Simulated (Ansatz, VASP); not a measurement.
# Two plane-wave programs on AlO5

```xyz
6
Lattice="2.6415 -4.8227 0.0000 2.6415 4.8227 0.0000 -1.7370 0.0000 2.9314" Properties=species:S:1:pos:R:3 pbc="T T T"
Al   -0.8685    0.0000    1.4657
O     2.7587   -1.0621    0.6225
O     0.7873   -1.0621    2.3089
O     0.7873    1.0621    2.3089
O     2.7587    1.0621    0.6225
O     0.0000    0.0000    0.0000
```

Alike in both runs: task single point; functional PBE; k mesh 4 × 4 × 6; occupations gaussian, width 0.1 eV; collinear spin.

```csv
,VASP,Ansatz
version,VASP 6.6.1,Ansatz 0.2.0
potentials or method,"VASP PAW PBE potentials, release 64 (Al, O), cutoff 520 eV","scalar-relativistic, plane waves, PAW"
valence electrons in the cell,33,33
```

```csv
,VASP,Ansatz,Ansatz less VASP
gap on the k mesh at the Fermi level (eV),none,none,-
pressure (GPa),1.7,0.7,-1.08
"traceless stress, the component that is largest in VASP (GPa)",2.37,-0.21,-2.587
rms of the force components (eV/Å),0.325,0.051,-0.2742
net moment per atom (μB),0.15,0.15,-0.001
size of the moment on the site where the two differ most (μB),0.18,0.13,-0.051
```

Site moments also hang on the region over which each program counts them. Atom by atom the forces differ by 0.340 eV/Å (rms over components). A gap of «none» marks a metal or a gap that the smearing closes. With one functional, cell and mesh, what is left measures potentials, basis and numerics.

The k mesh is coarse, so the values compare programs but aren't converged.
